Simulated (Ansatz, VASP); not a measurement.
## CdS in VASP and in Ansatz

The input INCAR:

```
  PREC = Accurate
  ENCUT = 520
  EDIFF = 1E-6
  ISMEAR = 0
  SIGMA = 0.01
  LREAL = F
  LASPH = T
  NELM = 100
  ALGO = Normal
  ISIF = 2
  LWAVE = F
  LCHARG = T
  GGA = PE
  LELF = T
  LVHAR = T
  NBANDS = 16
```

File KPOINTS:

```
Automatic mesh
0
Gamma
  6 6 6
```

POSCAR

```
CdS
1.0
    0.0000000000      3.0213279991      3.0213279991
    3.0213279991      0.0000000000      3.0213279991
    3.0213279991      3.0213279991      0.0000000000
Cd S
1 1
Direct
    0.0000000000      0.0000000000      0.0000000000
    0.2500000000      0.2500000000      0.2500000000
```

Input for Ansatz:

```yaml
crystal:
  lattice:
    - [0.0, 3.0213279991, 3.0213279991]
    - [3.0213279991, 0.0, 3.0213279991]
    - [3.0213279991, 3.0213279991, 0.0]
  atoms:
    - { symbol: Cd, position: [0.0, 0.0, 0.0] }
    - { symbol: S, position: [0.25, 0.25, 0.25] }
kpoints:
  mp_grid: { grid: [6, 6, 6] }
hamiltonian:
  xc: pbe
scf:
  occupations: { method: fixed }
  n_extra_bands: 4
output:
  forces: true
  stress: true
  eigenvalues: true
```

Alike in both runs: task single point; functional PBE; k mesh 6 × 6 × 6; no spin polarisation.

|  | VASP | Ansatz |
| --- | --- | --- |
| version | VASP 6.6.1 | Ansatz 0.2.0 |
| potentials or method | VASP PAW PBE potentials, release 64 (Cd, S) | plane waves, PAW |
| plane-wave cutoff (eV) | 520 | 420 |
| occupations | gaussian, width 0.01 eV | fixed |
| valence electrons in the cell | 18 | 26 |

Ansatz gave:

| Property | Result |
| --- | --- |
| gap on the k mesh at the Fermi level (eV) | 0.91 |
| pressure (GPa) | -2.7 |

**Question.** Which values does VASP return?

**Answer.** gap on the k mesh at the Fermi level (eV): 0.91; pressure (GPa): -2.5.

VASP's potentials hold 18 valence electrons a cell and Ansatz's 26, so a difference there can come from the potentials and not from the codes.
